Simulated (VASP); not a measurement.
Crystal: AgRh.

```
CELL_PARAMETERS angstrom
2.83206 0.00000 0.00000
-1.41603 2.45264 0.00000
0.00000 0.00000 4.90291
ATOMIC_POSITIONS crystal
Ag 0.00000 0.00000 0.50000
Rh 0.66667 0.33333 0.00000
```

Base run:

```yaml
Program: VASP 6.6.1
Functional: r2SCAN
Potentials_or_basis: VASP PAW PBE potentials, release 64 (Ag, Rh_pv)
Cutoff: 520 eV
k_mesh: 11 × 11 × 6
Occupations: fermi-dirac, width 0.05 eV
Spin: no spin polarisation
```

Its results: band gap on the k mesh zero (band 13 reaches 8.85 eV, above the bottom of band 14 at 7.61 eV); pressure -13.0 GPa.

Task: The run is repeated on the same cell with these changes: functional from r2SCAN to PBE. What comes out?

Result: Band gap on the k mesh zero (band 13 reaches 8.92 eV, above the bottom of band 14 at 7.74 eV); pressure -9.6 GPa.

Caveats: the PAW data sets were made with another functional, which shifts forces and pressure a little (some runs).
